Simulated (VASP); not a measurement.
A run of VASP 6.6.1 is set up as follows.

File INCAR:

```
SYSTEM = Ir
PREC     = Accurate       ! precision mode
ENCUT    = 520            ! plane-wave cutoff, eV
EDIFF    = 1E-7           ! SCF threshold, eV
ISMEAR   = 0              ! smearing method
SIGMA    = 0.15           ! smearing width, eV
LREAL    = .FALSE.        ! projectors in reciprocal space
LASPH    = .TRUE.         ! aspherical terms in the spheres
NELM     = 100            ! most SCF steps
ALGO     = Fast           ! electronic algorithm
ISIF     = 2              ! what is computed and relaxed
LWAVE    = .FALSE.        ! write WAVECAR
LCHARG   = .FALSE.        ! write CHGCAR
GGA      = PE             ! functional
NBANDS   = 10             ! bands
```

The input KPOINTS:

```
Automatic mesh
0
G
  20 20 20
  0 0 0
```

The input POSCAR:

```
Ir
1.0
   -0.0677313561      1.9351816027      2.0803202229
    1.9351816027     -0.0677313561      2.0803202229
    1.8674502466      1.8674502466      0.0000000000
Ir
1
Direct
    0.0000000000      0.0000000000      0.0000000000
```

Potentials or basis: VASP PAW PBE potentials, release 64 (Ir).

Launch:

```console
$ cat potpaw_PBE.64/Ir/POTCAR > POTCAR
$ mpirun -np 1 vasp_std > vasp.out
```

Q: Estimate the pressure.

A: -17.3 GPa.

Q: Predict the band gap on the k mesh.

A: Zero (an odd number of electrons rules out a gap without spin polarisation).

Stress tensor (GPa, compression positive):
```
 -9.50  16.66   0.00
 16.66  -9.50   0.00
  0.00   0.00 -32.80
```

Caveat: the cell differs from its parent crystal (engineering shear strain xy -0.0700, normal strain along z +0.0750); the cell stands under tension; spin-orbit coupling is left out, which moves the levels of the heavy elements.
